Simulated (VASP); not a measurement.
HfH3, 8 atoms in the cell. Symmetry: P6_3/mmc, No. 194, hexagonal system. Conventional cell: a = 4.749 Å, b = 4.749 Å, c = 3.203 Å, α = 90.00°, β = 90.00°, γ = 120.00°. Hf (site symmetry -6m2) has 12 H at 2.03 to 2.38 Å within 2.7 Å. H (site symmetry mm2) has 4 Hf at 2.03 to 2.38 Å and 8 H at 2.17 to 2.58 Å within 2.7 Å. 

- Program: VASP 6.6.1
- Task: molecular dynamics
- Functional: PBEsol
- Potentials or basis: VASP PAW PBE potentials, release 64 (Hf_pv, H)
- Cutoff: 520 eV
- k mesh: 2 × 2 × 3
- Occupations: methfessel-paxton, width 0.05 eV
- Spin: no spin polarisation
- Dipole correction: no
- Further INCAR settings: ALGO = Normal; EDIFF = 1e-05; NBANDS = 23; ISYM = 0; IBRION = 0; POTIM = 0.5; NSW = 20

Potentials or basis: VASP PAW PBE potentials, release 64 (Hf_pv, H).

Launch:

```bash
$ cat potpaw_PBE.64/Hf_pv/POTCAR potpaw_PBE.64/H/POTCAR > POTCAR
$ mpirun -np 1 vasp_std > vasp.out
```

Hardware: 1 thread of AMD EPYC 7R13 Processor (Zen 3) (shared host).

Estimate the wall time of this run.

Wall time 85 s on 1 thread of AMD EPYC 7R13 Processor (Zen 3), on a shared host, peak memory 0.16 GiB. Counts: scf iterations 88, k points 8, ion steps 20.
